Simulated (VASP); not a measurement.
# Au (P-3m1) in VASP: a series of runs

Runs on Au. Level: PBEsol. Tasks: single point.

All numbers are computed with VASP 6.6.1; they aren't measurements. Logs are shortened: lines on timing, memory, paths and dates and some standing lists are left out, and cuts for length are marked.

### Step 1. The cell of the first run

It takes space group P-3m1 (No. 164, trigonal). The conventional cell has a = 2.900 Å, b = 2.900 Å, c = 4.880 Å, α = 90.00°, β = 90.00°, γ = 120.00°. Au (site symmetry 3m) has 12 Au at 2.60 to 3.34 Å within 3.4 Å.

### Step 2. Single point, PBEsol (atom 1 (Au) moved by (+0.000, -0.450) A along [1 1 0] and z)

File INCAR:

```
  PREC = Accurate
  ENCUT = 520
  EDIFF = 1E-6
  ISMEAR = 0
  SIGMA = 0.15
  LREAL = F
  LASPH = T
  NELM = 60
  ALGO = Fast
  ISIF = 2
  LWAVE = F
  LCHARG = F
  GGA = PS
  NBANDS = 18
```

File KPOINTS:

```
regular mesh
0
Gamma
  18 18 10
```

File POSCAR:

```
Au
1.0
    2.8999984104      0.0000000000      0.0000000000
   -1.4499992052      2.5114722944      0.0000000000
    0.0000000000      0.0000000000      4.8800000000
Au
2
Direct
    0.3333333333      0.6666666667      0.6577868852
    0.6666666667      0.3333333333      0.2500000000
```

Potentials or basis: VASP PAW PBE potentials, release 64 (Au).

Started as:

```bash
> cat potpaw_PBE.64/Au/POTCAR > POTCAR
> mpirun -np 1 vasp_std > vasp.out
```

OUTCAR:

```text
PREC = Accurate
   ENCUT = 520
   EDIFF = 1E-6
   ISMEAR = 0
   LREAL = F
   LASPH = T
   NELM = 60
   ISIF = 2
   GGA = PS

 ion  position               nearest neighbor table
   1  0.333  0.667  0.658-   2 2.60   2 2.60   2 2.60   2 3.34   2 3.34   2 3.34
   2  0.667  0.333  0.250-   1 2.60   1 2.60   1 2.60   1 3.34   1 3.34   1 3.34

  LATTYP: Found a hexagonal cell.
 ALAT       =     2.8999984104
 C/A-ratio  =     1.6827595431

  Lattice vectors:

 A1 = (   2.8999984104,   0.0000000000,   0.0000000000)
 A2 = (  -1.4499992052,   2.5114722944,   0.0000000000)
 A3 = (   0.0000000000,   0.0000000000,   4.8800000000)

Analysis of symmetry for initial positions (statically):
=====================================================================
 Subroutine PRICEL returns:
 Original cell was already a primitive cell.

 Routine SETGRP: Setting up the symmetry group for a
 hexagonal supercell.

 Subroutine GETGRP returns: Found 12 space group operations
 (whereof  6 operations were pure point group operations)
 out of a pool of 24 trial point group operations.

The static configuration has the point symmetry C_3v.
 The point group associated with its full space group is D_3d.

Analysis of symmetry for dynamics (positions and initial velocities):
=====================================================================
 Subroutine PRICEL returns:
 Original cell was already a primitive cell.

 Routine SETGRP: Setting up the symmetry group for a
 hexagonal supercell.

 Subroutine GETGRP returns: Found 12 space group operations
 (whereof  6 operations were pure point group operations)
 out of a pool of 24 trial point group operations.

The dynamic configuration has the point symmetry C_3v.
 The point group associated with its full space group is D_3d.

 Subroutine INISYM returns: Found 12 space group operations
 (whereof  6 operations are pure point group operations),
 and found     1 'primitive' translations

----------------------------------------------------------------------------------------

                                     Primitive cell

  volume of cell :      35.5423

  direct lattice vectors                    reciprocal lattice vectors
     2.899998410  0.000000000  0.000000000     0.344827775  0.199086409  0.000000000
    -1.449999205  2.511472294  0.000000000     0.000000000  0.398172818  0.000000000
     0.000000000  0.000000000  4.880000000     0.000000000  0.000000000  0.204918033

  length of vectors
     2.899998410  2.899998410  4.880000000     0.398172818  0.398172818  0.204918033

  position of ions in fractional coordinates (direct lattice)
     0.333333333  0.666666667  0.657786885
     0.666666667  0.333333333  0.250000000

  ion indices of the primitive-cell ions
   primitive index   ion index
                 1           1
                 2           2

----------------------------------------------------------------------------------------

 KPOINTS: regular mesh

Automatic generation of k-mesh.
 Grid dimensions read from file:
 generate k-points for:   18   18   10

 Generating k-lattice:

  Cartesian coordinates                     Fractional coordinates (reciprocal lattice)
     0.019157099  0.011060356  0.000000000     0.055555556  0.000000000  0.000000000
     0.000000000  0.022120712  0.000000000     0.000000000  0.055555556  0.000000000
     0.000000000  0.000000000  0.020491803     0.000000000  0.000000000  0.100000000

  Length of vectors
     0.022120712  0.022120712  0.020491803

  Shift w.r.t. Gamma in fractional coordinates (k-lattice)
     0.000000000  0.000000000  0.000000000

 Subroutine IBZKPT returns following result:
 ===========================================

 Found    330 irreducible k-points:

 Following reciprocal coordinates:
            Coordinates               Weight
  0.000000  0.000000  0.000000      1.000000
  0.055556  0.000000  0.000000      6.000000
  0.111111  0.000000  0.000000      6.000000
  0.166667  0.000000  0.000000      6.000000
  0.222222 -0.000000  0.000000      6.000000
  0.277778 -0.000000  0.000000      6.000000
[... 16 lines left out ...]
  0.333333  0.111111  0.000000     12.000000
  0.388889  0.111111  0.000000     12.000000
 [... further k-points ...]
   k-points           NKPTS =    330   k-points in BZ     NKDIM =    330   number of bands    NBANDS=     18
   number of dos      NEDOS =    301   number of ions     NIONS =      2
   total plane-waves  NPLWV =  20736
   dimension x,y,z NGX =    24 NGY =   24 NGZ =   36
   dimension x,y,z NGXF=    48 NGYF=   48 NGZF=   72
   ions per type =               2
   NGX,Y,Z   is equivalent  to a cutoff of  13.76, 13.76, 12.26 a.u.
   NGXF,Y,Z  is equivalent  to a cutoff of  27.52, 27.52, 24.53 a.u.
 SYSTEM =  unknown system
   PREC   = accura    normal or accurate (medium, high low for compatibility)
   ISTART =      0    job   : 0-new  1-cont  2-samecut
   ICHARG =      2    charge: 1-file 2-atom 10-const
   ISPIN  =      1    spin polarized calculation?
   LNONCOLLINEAR =      F non collinear calculations
   LSORBIT =      F    spin-orbit coupling
   LASPH  =      T    aspherical Exc in radial PAW
   ENCUT  =  520.0 eV  38.22 Ry    6.18 a.u.   5.39  5.39  9.07*2*pi/ulx,y,z
   NELM   =     60;   NELMIN=  2; NELMDL= -5     # of ELM steps
   EDIFF  = 0.1E-05   stopping-criterion for ELM
   LREAL  =      F    real-space projection
   EDIFFG = 0.1E-04   stopping-criterion for IOM
   NSW    =      0    number of steps for IOM
   IBRION =     -1    ionic relax: 0-MD 1-quasi-New 2-CG
   NFREE  =      0    steps in history (QN), initial steepest desc. (CG)
   ISIF   =      2    stress and relaxation
   ISYM   =      2    0-nonsym 1-usesym 2-fastsym
   POTIM  = 0.5000    time-step for ionic-motion
   TEBEG  =    0.0;   TEEND  =   0.0 temperature during run
   PSTRESS=    0.0 pullay stress
   NELECT =      22.0000    total number of electrons
   NUPDOWN=      -1.0000    fix difference up-down
   EMIN   =  10.00;   EMAX   =-10.00  energy-range for DOS
   EFERMI =   0.00;   METHOD = LEGACY
   ISMEAR =     0;   SIGMA  =   0.15  broadening in eV -4-tet -1-fermi 0-gaus
   EFERMI_NEDOS =   21; number of points for ismear=-14 and -15
   IALGO  =     68    algorithm
   IMIX   =      4    mixing-type and parameters
     AMIX     =   0.40;   BMIX     =  1.00
     AMIX_MAG =   1.60;   BMIX_MAG =  1.00
  volume/ion in A,a.u.               =      17.77       119.93
  Fermi-wavevector in a.u.,A,eV,Ry     =   1.395191  2.636529 26.484537  1.946559
  Thomas-Fermi vector in A             =   2.518667
   LORBIT       =      0    0 simple, 1 ext, 2 COOP (PROOUT), +10 PAW based schemes
   GGA     = PS    functional components
   LHFCALC =     F    Hartree Fock is set to
   AEXX    =    0.0000 exact exchange contribution
   IVDW    =     0    specifies the selected vdW correction
   LEPSILON=     F    determine dielectric tensor
   LRPA    =     F    only Hartree local field effects (RPA)
 non-spin polarized calculation
 RMM-DIIS sequential band-by-band and
 Gauss-broadening in eV      SIGMA  =   0.15
  energy-cutoff  :      520.00
  volume of cell :       35.54
 maximum number of plane-waves:       984
 NGX is ok and might be reduce to    24
   NGX = 11   NGY = 11   NGZ = 19

 number of electron      22.0000002 magnetization

 Free energy of the ion-electron system (eV)
  ---------------------------------------------------
  ext. energy  EPLUGINS =         0.00000000
  ---------------------------------------------------
  free energy    TOTEN  =        -7.08102741 eV

  energy without entropy =       -7.07220308  energy(sigma->0) =       -7.07661525

 E-fermi :   8.6516     XC(G=0): -12.5373

 val. band max:        8.6496385534   @ k =   0.4444   0.0556   0.1000
 cond. band min:       8.6530556779   @ k =   0.5000  -0.0000   0.4000
 fundamental gap:      0.0034171245
 Fermi energy:         8.6516404305

 k-point     1 :       0.0000    0.0000    0.0000
  band No.  band energies     occupation
      1      -1.1663      2.00000
      2       1.1806      2.00000
      3       3.8070      2.00000
      4       3.8070      2.00000
      5       3.8289      2.00000
      6       3.8289      2.00000
[... 10 lines left out ...]
     17      26.9202      0.00000
     18      26.9202      0.00000

 k-point     2 :       0.0556    0.0000    0.0000
  band No.  band energies     occupation
      1      -1.0725      2.00000
      2       1.2549      2.00000
      3       3.7099      2.00000
      4       3.7867      2.00000
      5       3.8149      2.00000
      6       3.9063      2.00000
[... 10 lines left out ...]
     17      26.3748      0.00000
     18      26.6804      0.00000

 k-point     3 :       0.1111    0.0000    0.0000
  band No.  band energies     occupation
      1      -0.7982      2.00000
      2       1.4627      2.00000
      3       3.4868      2.00000
      4       3.6916      2.00000
      5       3.8615      2.00000
      6       4.0975      2.00000
[... 10 lines left out ...]
     17      25.9635      0.00000
     18      26.6703      0.00000

 k-point     4 :       0.1667    0.0000    0.0000
  band No.  band energies     occupation
      1      -0.3668      2.00000
      2       1.7477      2.00000
      3       3.2117      2.00000
      4       3.5993      2.00000
      5       3.9053      2.00000
      6       4.3930      2.00000
[... 375 lines left out ...]
      4       3.5288      2.00000
      5       3.9457      2.00000
      6       4.5861      2.00000
[... 10 lines left out ...]
     17      22.8817      0.00000
     18      24.3345      0.00000

 k-point    23 :       0.3333    0.1111    0.0000
  band No.  band energies     occupation
      1       1.6249      2.00000
      2       1.9952      2.00000
      3       2.2535      2.00000
      4       3.5473      2.00000
      5       4.3561      2.00000
      6       4.6024      2.00000
[... 10 lines left out ...]
     17      21.8597      0.00000
     18      23.7579      0.00000

 k-point    24 :       0.3889    0.1111    0.0000
  band No.  band energies     occupation
      1       1.7225      2.00000
      2       1.8771      2.00000
      3       2.1491      2.00000
      4       3.5535      2.00000
      5       4.5223      2.00000
      6       4.7463      2.00000
[... 10 lines left out ...]
     17      21.0470      0.00000
     18      23.4119      0.00000

 [... further k-points ...]

------------------------ aborting loop because EDIFF is reached ----------------------------------------

  FORCE on cell =-STRESS in cart. coord.  units (eV):
  Direction    XX          YY          ZZ          XY          YZ          ZX
  --------------------------------------------------------------------------------------
  -------------------------------------------------------------------------------------
  Total        1.6569430      1.6569430      4.0405791     -0.0000000      0.0000000      0.0000000
  in kB       74.6916736     74.6916736    182.1412114     -0.0000000      0.0000000      0.0000000
  external PRESSURE =     110.5081862 kB  Pullay stress =       0.0000000 kB

 VOLUME and BASIS-vectors are now :
 -----------------------------------------------------------------------------
  energy-cutoff  :      520.00
  volume of cell :       35.54
      direct lattice vectors                 reciprocal lattice vectors
     2.899998410  0.000000000  0.000000000     0.344827775  0.199086409  0.000000000
    -1.449999205  2.511472294  0.000000000     0.000000000  0.398172818  0.000000000
     0.000000000  0.000000000  4.880000000     0.000000000  0.000000000  0.204918033

 POSITION                                       TOTAL-FORCE (eV/Angst)
 -----------------------------------------------------------------------------------
     -0.00000      1.67431      3.21000         0.000000      0.000000      3.833105
      1.45000      0.83716      1.22000        -0.000000      0.000000     -3.833105
 -----------------------------------------------------------------------------------
    total drift:                               -0.000000      0.000000      0.000007

  FREE ENERGIE OF THE ION-ELECTRON SYSTEM (eV)
  ---------------------------------------------------
  free  energy   TOTEN  =        -7.0810274095 eV

  energy  without entropy=       -7.0722030838  energy(sigma->0) =       -7.07661525
```

Run time: 3.6 min. Hardware: 1 thread of Intel Xeon 8259CL, shared host; peak memory 0.29 GiB.

What came out:

```
Free energy            : -7.0810 eV
Pressure               : 11.1 GPa
Largest force          : 3.833 eV/Å
Band gap on the k mesh : zero (bands 11 and 12 overlap by 5.89 eV)
```

Forces in eV/Å, atoms in the order of the input:
```
Au   0.000  0.000  3.833
Au   0.000  0.000 -3.833
```

Stress tensor (GPa, compression positive):
```
 7.47  0.00  0.00
 0.00  7.47  0.00
 0.00  0.00 18.21
```

Caveat: the cell differs from its parent crystal (atom 1 (Au) moved by (+0.000, -0.450) A along [1 1 0] and z); the stress differs along the axes, from 7 to 18 GPa; the PAW data sets were made with another functional, which shifts forces and pressure a little; spin-orbit coupling is left out, which moves the levels of the heavy elements.

### Step 3. Single point, PBEsol (atom 1 (Au) moved by (+0.000, -0.225) A along [1 1 0] and z)

File INCAR:

```
  ALGO = Fast
  EDIFF = 1E-7
  ENCUT = 520
  GGA = PS
  ISIF = 2
  ISMEAR = 0
  LASPH = T
  LCHARG = T
  LELF = T
  LREAL = F
  LVHAR = T
  LWAVE = F
  NBANDS = 18
  NELM = 100
  PREC = Accurate
  SIGMA = 0.15
```

File KPOINTS:

```
k-points
0
Gamma
  18 18 10
```

POSCAR: that of step 2 with these lines changed.

```diff
@@ -8,3 +8,3 @@
 Direct
-    0.3333333333      0.6666666667      0.6577868852
+    0.3333333333      0.6666666667      0.7038934426
     0.6666666667      0.3333333333      0.2500000000
```

Potentials or basis: VASP PAW PBE potentials, release 64 (Au).

Started as:

```bash
> cat potpaw_PBE.64/Au/POTCAR > POTCAR
> mpirun -np 1 vasp_std > vasp.out
```

Wall time 4.1 min (1 thread of Intel Xeon 8259CL, shared host); peak memory 0.29 GiB.

Results (log left out):

```yaml
Free_energy: -7.6464 eV
Pressure: -2.4 GPa
Largest_force: 1.441 eV/Å
Band_gap_on_the_k_mesh: zero (bands 11 and 12 overlap by 6.29 eV)
```

Forces in eV/Å, atoms in the order of the input:
```
Au   0.000  0.000  1.441
Au   0.000  0.000 -1.441
```

Stress tensor (GPa, compression positive):
```
-3.37  0.00  0.00
 0.00 -3.37  0.00
 0.00  0.00 -0.54
```

Levels at points of the mesh, in eV from the Fermi level:
| k point | band 7 | band 8 | band 9 | band 10 | band 11 | band 12 | band 13 | band 14 | band 15 | band 16 |
| --- | --- | --- | --- | --- | --- | --- | --- | --- | --- | --- |
| (0.00, 0.00, 0.00) | -4.24 | -3.34 | -3.34 | -2.04 | -2.04 | -0.91 | 2.27 | 14.50 | 16.12 | 16.71 |
| (0.50, 0.00, 0.00) | -3.45 | -1.89 | -1.86 | -1.61 | 0.35 | 1.48 | 5.42 | 6.87 | 7.54 | 10.22 |
| (0.00, 0.00, 0.50) | -4.47 | -4.33 | -2.79 | -2.79 | -2.25 | -2.25 | 8.86 | 11.89 | 14.67 | 15.01 |
| (0.50, 0.00, 0.50) | -2.43 | -2.24 | -1.81 | -1.66 | 0.30 | 0.74 | 3.51 | 4.07 | 12.41 | 12.82 |

Caveat: the cell differs from its parent crystal (atom 1 (Au) moved by (+0.000, -0.225) A along [1 1 0] and z); the PAW data sets were made with another functional, which shifts forces and pressure a little; spin-orbit coupling is left out, which moves the levels of the heavy elements.
